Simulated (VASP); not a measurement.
WS2: single point with RPBE

Slab: WS2, a slab with vacuum.

```
W S
1.0
     3.18295    0.00000    0.00000
    -1.59148    2.75652    0.00000
     0.00000    0.00000   28.53222
W S
3 6
Direct
  0.66667 0.33333 0.43436
  0.66667 0.33333 0.88553
  0.00000 0.00000 0.65929
  0.66667 0.33333 0.60463
  0.00000 0.00000 0.37971
  0.00000 0.00000 0.83085
  0.66667 0.33333 0.71395
  0.00000 0.00000 0.48903
  0.00000 0.00000 0.94019
```

* Program: VASP 6.6.1
* Task: single point
* Functional: RPBE
* Potentials or basis: VASP PAW PBE potentials, release 64 (W_sv, S)
* Cutoff: 500 eV
* k mesh: 10 × 10 × 1
* Occupations: fermi-dirac, width 0.05 eV
* Spin: no spin polarisation
* Dipole correction: no
* Further INCAR settings: ALGO = Normal; EDIFF = 1e-06; NBANDS = 49

```json
{
  "Largest force": "0.443 eV/Å",
  "Band gap on the k mesh": "1.53 eV, indirect (least direct gap 2.12 eV)"
}
```

Forces in eV/Å, atoms in the order of the input:
```
W    0.000  0.000 -0.019
W    0.000  0.000  0.009
W    0.000  0.000  0.004
S    0.000  0.000 -0.292
S    0.000  0.000 -0.443
S    0.000  0.000 -0.289
S    0.000  0.000  0.299
S    0.000  0.000  0.289
S    0.000  0.000  0.441
```

Levels at points of the mesh, in eV from the valence-band top:
```tsv
k point	band 36	band 37	band 38	band 39	band 40	band 41	band 42	band 43
(0.00, 0.00, 0.00)	-1.93	-0.66	-0.29	0.00	2.45	2.45	2.46	2.46
(0.50, 0.00, 0.00)	-1.71	-1.41	-1.36	-1.33	2.42	2.43	2.44	2.84
```

Run time: 11 min on 1 thread of AMD EPYC 7R13, on a shared host, peak memory 0.37 GiB.

Caveat: the PAW data sets were made with another functional, which shifts forces and pressure a little; spin-orbit coupling is left out, which moves the levels of the heavy elements.
